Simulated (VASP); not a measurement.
# ZrC (Fm-3m) in VASP: notebook

Runs on ZrC. Level: PBE. Tasks: single point, relaxation of cell and atoms.

Everything below comes from runs of VASP 6.6.1. Logs are shortened: lines on timing, memory, paths and dates and some standing lists are left out, and cuts for length are marked.

**1. The cell of the first run**

The structure is cubic, space group Fm-3m (No. 225). Conventional cell: a = 4.709 Å, b = 4.709 Å, c = 4.709 Å, α = 90.00°, β = 90.00°, γ = 90.00°. Within 3.1 Å of Zr (site symmetry m-3m) lie 6 C at 2.35 Å. Within 3.1 Å of C (site symmetry m-3m) lie 6 Zr at 2.35 Å.

**2. Single point, PBE**

Input file INCAR:

```
SYSTEM = ZrC
ALGO = Normal
EDIFF = 1E-6
ENCUT = 520
GGA = PE
ISIF = 2
ISMEAR = 0
LASPH = .True.
LCHARG = .True.
LELF = .True.
LREAL = .False.
LVHAR = .True.
LWAVE = .False.
NBANDS = 15
NELM = 60
PREC = Accurate
SIGMA = 0.1
```

Input file KPOINTS:

```
k-points
0
Gamma
  20 20 20
  0 0 0
```

Input file POSCAR:

```
ZrC
1.0
    0.0000000000      2.3544143166      2.3544143166
    2.3544143166      0.0000000000      2.3544143166
    2.3544143166      2.3544143166      0.0000000000
Zr C
1 1
Direct
    0.0000000000      0.0000000000      0.0000000000
    0.5000000000      0.5000000000      0.5000000000
```

Potentials or basis: VASP PAW PBE potentials, release 64 (Zr_sv, C).

Run with:

```bash
$ cat potpaw_PBE.64/Zr_sv/POTCAR potpaw_PBE.64/C/POTCAR > POTCAR
$ mpirun -np 1 vasp_std > vasp.out
```

OUTCAR:

```text
SYSTEM = ZrC
   EDIFF = 1E-6
   ENCUT = 520
   GGA = PE
   ISIF = 2
   ISMEAR = 0
   LASPH = .True.
   LREAL = .False.
   NELM = 60
   PREC = Accurate

 ion  position               nearest neighbor table
   1  0.000  0.000  0.000-   2 2.35   2 2.35   2 2.35   2 2.35   2 2.35   2 2.35
   2  0.500  0.500  0.500-   1 2.35   1 2.35   1 2.35   1 2.35   1 2.35   1 2.35

  LATTYP: Found a face centered cubic cell.
 ALAT       =     4.7088286332

  Lattice vectors:

 A1 = (   0.0000000000,   2.3544143166,   2.3544143166)
 A2 = (   2.3544143166,   0.0000000000,   2.3544143166)
 A3 = (   2.3544143166,   2.3544143166,   0.0000000000)

Analysis of symmetry for initial positions (statically):
=====================================================================
 Subroutine PRICEL returns:
 Original cell was already a primitive cell.

 Routine SETGRP: Setting up the symmetry group for a
 face centered cubic supercell.

 Subroutine GETGRP returns: Found 48 space group operations
 (whereof 48 operations were pure point group operations)
 out of a pool of 48 trial point group operations.

The static configuration has the point symmetry O_h .

Analysis of symmetry for dynamics (positions and initial velocities):
=====================================================================
 Subroutine PRICEL returns:
 Original cell was already a primitive cell.

 Routine SETGRP: Setting up the symmetry group for a
 face centered cubic supercell.

 Subroutine GETGRP returns: Found 48 space group operations
 (whereof 48 operations were pure point group operations)
 out of a pool of 48 trial point group operations.

The dynamic configuration has the point symmetry O_h .

 Subroutine INISYM returns: Found 48 space group operations
 (whereof 48 operations are pure point group operations),
 and found     1 'primitive' translations

----------------------------------------------------------------------------------------

                                     Primitive cell

  volume of cell :      26.1023

  direct lattice vectors                    reciprocal lattice vectors
     0.000000000  2.354414317  2.354414317    -0.212367040  0.212367040  0.212367040
     2.354414317  0.000000000  2.354414317     0.212367040 -0.212367040  0.212367040
     2.354414317  2.354414317  0.000000000     0.212367040  0.212367040 -0.212367040

  length of vectors
     3.329644658  3.329644658  3.329644658     0.367830504  0.367830504  0.367830504

  position of ions in fractional coordinates (direct lattice)
     0.000000000  0.000000000  0.000000000
     0.500000000  0.500000000  0.500000000

  ion indices of the primitive-cell ions
   primitive index   ion index
                 1           1
                 2           2

----------------------------------------------------------------------------------------

 KPOINTS: k-points

Automatic generation of k-mesh.
 Grid dimensions read from file:
 generate k-points for:   20   20   20

 Generating k-lattice:

  Cartesian coordinates                     Fractional coordinates (reciprocal lattice)
    -0.010618352  0.010618352  0.010618352     0.050000000  0.000000000  0.000000000
     0.010618352 -0.010618352  0.010618352     0.000000000  0.050000000  0.000000000
     0.010618352  0.010618352 -0.010618352     0.000000000  0.000000000  0.050000000

  Length of vectors
     0.018391525  0.018391525  0.018391525

  Shift w.r.t. Gamma in fractional coordinates (k-lattice)
     0.000000000  0.000000000  0.000000000

 Subroutine IBZKPT returns following result:
 ===========================================

 Found    256 irreducible k-points:

 Following reciprocal coordinates:
            Coordinates               Weight
  0.000000  0.000000  0.000000      1.000000
  0.050000  0.000000  0.000000      8.000000
  0.100000  0.000000  0.000000      8.000000
  0.150000  0.000000  0.000000      8.000000
  0.200000  0.000000  0.000000      8.000000
  0.250000  0.000000  0.000000      8.000000
[... 16 lines left out ...]
 -0.400000  0.050000  0.000000     24.000000
 -0.350000  0.050000  0.000000     24.000000
 [... further k-points ...]
   k-points           NKPTS =    256   k-points in BZ     NKDIM =    256   number of bands    NBANDS=     15
   number of dos      NEDOS =    301   number of ions     NIONS =      2
   total plane-waves  NPLWV =  21952
   dimension x,y,z NGX =    28 NGY =   28 NGZ =   28
   dimension x,y,z NGXF=    56 NGYF=   56 NGZF=   56
   ions per type =               1   1
   NGX,Y,Z   is equivalent  to a cutoff of  13.98, 13.98, 13.98 a.u.
   NGXF,Y,Z  is equivalent  to a cutoff of  27.96, 27.96, 27.96 a.u.
 SYSTEM =  ZrC
   PREC   = accura    normal or accurate (medium, high low for compatibility)
   ISTART =      0    job   : 0-new  1-cont  2-samecut
   ICHARG =      2    charge: 1-file 2-atom 10-const
   ISPIN  =      1    spin polarized calculation?
   LNONCOLLINEAR =      F non collinear calculations
   LSORBIT =      F    spin-orbit coupling
   LASPH  =      T    aspherical Exc in radial PAW
   ENCUT  =  520.0 eV  38.22 Ry    6.18 a.u.   6.19  6.19  6.19*2*pi/ulx,y,z
   NELM   =     60;   NELMIN=  2; NELMDL= -5     # of ELM steps
   EDIFF  = 0.1E-05   stopping-criterion for ELM
   LREAL  =      F    real-space projection
   EDIFFG = 0.1E-04   stopping-criterion for IOM
   NSW    =      0    number of steps for IOM
   IBRION =     -1    ionic relax: 0-MD 1-quasi-New 2-CG
   NFREE  =      0    steps in history (QN), initial steepest desc. (CG)
   ISIF   =      2    stress and relaxation
   ISYM   =      2    0-nonsym 1-usesym 2-fastsym
   POTIM  = 0.5000    time-step for ionic-motion
   TEBEG  =    0.0;   TEEND  =   0.0 temperature during run
   PSTRESS=    0.0 pullay stress
   NELECT =      16.0000    total number of electrons
   NUPDOWN=      -1.0000    fix difference up-down
   EMIN   =  10.00;   EMAX   =-10.00  energy-range for DOS
   EFERMI =   0.00;   METHOD = LEGACY
   ISMEAR =     0;   SIGMA  =   0.10  broadening in eV -4-tet -1-fermi 0-gaus
   EFERMI_NEDOS =   21; number of points for ismear=-14 and -15
   IALGO  =     38    algorithm
   IMIX   =      4    mixing-type and parameters
     AMIX     =   0.40;   BMIX     =  1.00
     AMIX_MAG =   1.60;   BMIX_MAG =  1.00
  volume/ion in A,a.u.               =      13.05        88.07
  Fermi-wavevector in a.u.,A,eV,Ry     =   1.390663  2.627972 26.312904  1.933944
  Thomas-Fermi vector in A             =   2.514577
   LORBIT       =      0    0 simple, 1 ext, 2 COOP (PROOUT), +10 PAW based schemes
   GGA     = PE    functional components
   LHFCALC =     F    Hartree Fock is set to
   AEXX    =    0.0000 exact exchange contribution
   IVDW    =     0    specifies the selected vdW correction
   LEPSILON=     F    determine dielectric tensor
   LRPA    =     F    only Hartree local field effects (RPA)
 non-spin polarized calculation
 Gauss-broadening in eV      SIGMA  =   0.10
  energy-cutoff  :      520.00
  volume of cell :       26.10
 maximum number of plane-waves:       725
 NGX is ok and might be reduce to    28
   NGX = 13   NGY = 13   NGZ = 13

 number of electron      16.0000000 magnetization

 Free energy of the ion-electron system (eV)
  ---------------------------------------------------
  ext. energy  EPLUGINS =         0.00000000
  ---------------------------------------------------
  free energy    TOTEN  =       -19.46268767 eV

  energy without entropy =      -19.46129181  energy(sigma->0) =      -19.46198974

 E-fermi :   9.5698     XC(G=0): -12.1069

 val. band max:        9.5643385198   @ k =   0.4500   0.4500   0.0000
 cond. band min:       9.5869663540   @ k =   0.4500   0.4000   0.0000
 fundamental gap:      0.0226278342
 Fermi energy:         9.5698278121

 k-point     1 :       0.0000    0.0000    0.0000
  band No.  band energies     occupation
      1     -38.5754      2.00000
      2     -16.2893      2.00000
      3     -16.2893      2.00000
      4     -16.2893      2.00000
      5      -1.7363      2.00000
      6      10.4849      0.00000
      7      10.4849      0.00000
      8      10.4849      0.00000
      9      10.6431      0.00000
     10      10.6431      0.00000
     11      10.6431      0.00000
     12      12.3476      0.00000
     13      12.3476      0.00000
     14      16.7986      0.00000
     15      20.0056      0.00000

 k-point     2 :       0.0500    0.0000    0.0000
  band No.  band energies     occupation
      1     -38.5730      2.00000
      2     -16.3114      2.00000
      3     -16.2912      2.00000
      4     -16.2912      2.00000
      5      -1.6796      2.00000
      6       9.9212      0.00000
      7      10.0896      0.00000
      8      10.0896      0.00000
      9      10.8097      0.00000
     10      10.8097      0.00000
     11      11.0739      0.00000
     12      12.6936      0.00000
     13      12.6936      0.00000
     14      16.9251      0.00000
     15      20.1625      0.00000

 k-point     3 :       0.1000    0.0000    0.0000
  band No.  band energies     occupation
      1     -38.5660      2.00000
      2     -16.3750      2.00000
      3     -16.2968      2.00000
      4     -16.2968      2.00000
      5      -1.5131      2.00000
      6       9.1874      2.00000
      7       9.4807      1.79254
      8       9.4807      1.79254
      9      11.0126      0.00000
     10      11.0126      0.00000
     11      11.4475      0.00000
     12      13.4479      0.00000
     13      13.4479      0.00000
     14      17.2707      0.00000
     15      20.6085      0.00000
[... 343 lines left out ...]
 k-point    23 :      -0.4000    0.0500    0.0000
  band No.  band energies     occupation
      1     -38.4819      2.00000
      2     -17.0666      2.00000
      3     -16.3828      2.00000
      4     -16.3588      2.00000
      5       0.9514      2.00000
      6       4.7185      2.00000
      7       6.7432      2.00000
      8       6.8549      2.00000
      9      13.5158      0.00000
     10      13.5604      0.00000
     11      14.2842      0.00000
     12      17.1327      0.00000
     13      18.6763      0.00000
     14      19.3816      0.00000
     15      23.0664      0.00000

 k-point    24 :      -0.3500    0.0500    0.0000
  band No.  band energies     occupation
      1     -38.4917      2.00000
      2     -16.9905      2.00000
      3     -16.3781      2.00000
      4     -16.3479      2.00000
      5       0.5655      2.00000
      6       5.2169      2.00000
      7       6.9116      2.00000
      8       7.0852      2.00000
      9      13.0355      0.00000
     10      13.0832      0.00000
     11      13.8569      0.00000
     12      17.6213      0.00000
     13      18.1484      0.00000
     14      18.8174      0.00000
     15      23.6833      0.00000

 [... further k-points ...]
[... 5 lines left out ...]
  --------------------------------------------------------------------------------------
  -------------------------------------------------------------------------------------
  Total        0.0391104      0.0391104      0.0391104      0.0000000      0.0000000     -0.0000000
  in kB        2.4006257      2.4006257      2.4006257      0.0000000      0.0000000     -0.0000000
  external PRESSURE =       2.4006257 kB  Pullay stress =       0.0000000 kB

 VOLUME and BASIS-vectors are now :
 -----------------------------------------------------------------------------
  energy-cutoff  :      520.00
  volume of cell :       26.10
      direct lattice vectors                 reciprocal lattice vectors
     0.000000000  2.354414317  2.354414317    -0.212367040  0.212367040  0.212367040
     2.354414317  0.000000000  2.354414317     0.212367040 -0.212367040  0.212367040
     2.354414317  2.354414317  0.000000000     0.212367040  0.212367040 -0.212367040

 POSITION                                       TOTAL-FORCE (eV/Angst)
 -----------------------------------------------------------------------------------
      0.00000      0.00000      0.00000        -0.000000     -0.000000     -0.000000
      2.35441      2.35441      2.35441         0.000000      0.000000      0.000000
 -----------------------------------------------------------------------------------
    total drift:                                0.000000      0.000000      0.000000

  FREE ENERGIE OF THE ION-ELECTRON SYSTEM (eV)
  ---------------------------------------------------
  free  energy   TOTEN  =       -19.4626876701 eV

  energy  without entropy=      -19.4612918076  energy(sigma->0) =      -19.46198974
```

Wall time 2.4 min (1 thread of Intel Xeon 6975P-C, shared host); peak memory 0.24 GiB.

What came out:

```yaml
Free_energy: -19.4627 eV
Pressure: 0.2 GPa
Band_gap_on_the_k_mesh: zero (band 8 reaches 10.48 eV, above the bottom of band 9 at 9.18 eV)
```

Levels at points of the mesh, in eV from the Fermi level:
| k point | band 4 | band 5 | band 6 | band 7 | band 8 | band 9 | band 10 | band 11 | band 12 | band 13 |
| --- | --- | --- | --- | --- | --- | --- | --- | --- | --- | --- |
| (0.00, 0.00, 0.00) | -25.86 | -11.31 | 0.92 | 0.92 | 0.92 | 1.07 | 1.07 | 1.07 | 2.78 | 2.78 |
| (0.50, 0.00, 0.00) | -25.94 | -8.26 | -5.29 | -2.93 | -2.93 | 4.45 | 4.45 | 5.28 | 6.49 | 10.05 |
| (0.50, 0.50, 0.00) | -26.14 | -10.14 | -2.09 | -1.76 | 0.04 | 0.04 | 4.40 | 5.61 | 5.61 | 7.90 |

**3. Relaxation of cell and atoms, PBE**

This run uses another cell than the first one, of 13.08 Å³/atom, 1.003 times its volume.

Input file INCAR:

```
SYSTEM = ZrC
PREC = Accurate
ENCUT = 600
EDIFF = 1E-6
ISMEAR = 0
SIGMA = 0.1
LREAL = .False.
LASPH = .True.
NELM = 100
ALGO = Normal
ISIF = 3
LWAVE = .False.
LCHARG = .False.
GGA = PE
IBRION = 2
NSW = 100
EDIFFG = -0.01
```

Input file KPOINTS:

```
Automatic mesh
0
Gamma
  20 20 20
  0 0 0
```

Input file POSCAR:

```
ZrC
1.0
    0.0000000000      2.3564331500      2.3564331500
    2.3564331500      0.0000000000      2.3564331500
    2.3564331500      2.3564331500      0.0000000000
Zr C
1 1
Direct
    0.0000000000      0.0000000000      0.0000000000
    0.5000000000      0.5000000000      0.5000000000
```

Potentials or basis: VASP PAW PBE potentials, release 64 (Zr_sv, C).

Run with:

```bash
$ cat potpaw_PBE.64/Zr_sv/POTCAR potpaw_PBE.64/C/POTCAR > POTCAR
$ mpirun -np 1 vasp_std > vasp.out
```

Wall time 3.3 min (1 thread of Intel Xeon 6975P-C, shared host); peak memory 0.25 GiB.

It converged, with:

| Quantity | Value |
| --- | --- |
| Free energy | -19.4637 eV |
| Relaxed volume | 13.06 Å³/atom |
| Relaxed cell | a = 3.330 Å, b = 3.330 Å, c = 3.330 Å, α = 60.00°, β = 60.00°, γ = 60.00° |
| Space group after relaxing (to 0.05 Å) | Fm-3m (No. 225) |
| Energy gained by relaxing | 0.0 meV/atom |
| Ionic steps | 3 |
| Pressure after relaxing | 0.0 GPa |
| Band gap on the k mesh | zero (band 8 reaches 10.48 eV, above the bottom of band 9 at 9.17 eV) |

Final structure:
```
CELL_PARAMETERS angstrom
0.00000 2.35501 2.35501
2.35501 0.00000 2.35501
2.35501 2.35501 0.00000
ATOMIC_POSITIONS crystal
Zr 0.00000 0.00000 0.00000
C 0.50000 0.50000 0.50000
```

Levels at points of the mesh, in eV from the Fermi level:
| k point | band 6 | band 7 | band 8 | band 9 | band 10 | band 11 |
| --- | --- | --- | --- | --- | --- | --- |
| (0.00, 0.00, 0.00) | 0.91 | 0.91 | 0.91 | 1.07 | 1.07 | 1.07 |
| (0.50, 0.00, 0.00) | -5.29 | -2.93 | -2.93 | 4.45 | 4.45 | 5.27 |
| (0.50, 0.50, 0.00) | -2.09 | -1.76 | 0.03 | 0.03 | 4.40 | 5.60 |
